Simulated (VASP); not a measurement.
Wanted: the native input for a VASP 6.6.1 run.

* Task: single point
* Functional: BLYP
* Potentials or basis: VASP PAW PBE potentials, release 64 (Ru_pv)
* Cutoff: 520 eV
* k mesh: 14 × 14 × 14
* Occupations: fermi-dirac, width 0.1 eV
* Spin: no spin polarisation
* Dipole correction: no
* Further INCAR settings: ALGO = Normal; EDIFF = 1e-07; NBANDS = 13

The structure of Ru lies in POSCAR:

```
Ru
1.0
    2.4839791888      0.0000000000      0.0000000000
    0.0000000000      2.4839791888      0.0000000000
    0.0000000000      0.0000000000      2.4839791888
Ru
1
Direct
    0.0000000000      0.0000000000      0.0000000000
```

This cell differs from its parent crystal: volume scaled by 0.92.

One way to write it, as run:

INCAR

```
PREC     = Accurate       # precision mode
ENCUT    = 520            # plane-wave cutoff, eV
EDIFF    = 1E-7           # SCF threshold, eV
ISMEAR   = -1             # smearing method
SIGMA    = 0.1            # smearing width, eV
LREAL    = F              # projectors in reciprocal space
LASPH    = T              # aspherical terms in the spheres
NELM     = 80             # most SCF steps
ALGO     = Normal         # electronic algorithm
ISIF     = 2              # what is computed and relaxed
LWAVE    = F              # write WAVECAR
LCHARG   = F              # write CHGCAR
GGA      = B5             # functional
ALDAX    = 1.0          
AGGAX    = 1.0          
AGGAC    = 1.0          
ALDAC    = 0.0          
NBANDS   = 13             # bands
```

KPOINTS

```
regular mesh
0
Gamma
  14 14 14
```

Potentials or basis: VASP PAW PBE potentials, release 64 (Ru_pv).

Run with:

```bash
$ cat potpaw_PBE.64/Ru_pv/POTCAR > POTCAR
$ mpirun -np 1 vasp_std > vasp.out
```

It gave:

- Pressure: 20.2 GPa
- Band gap on the k mesh: zero (band 7 reaches 15.44 eV, above the bottom of band 8 at 10.77 eV)

Caveat: the PAW data sets were made with another functional, which shifts forces and pressure a little.

It took 18 s on 1 thread of Intel Xeon 6975P-C, with other jobs on the host, peak memory 0.13 GiB.
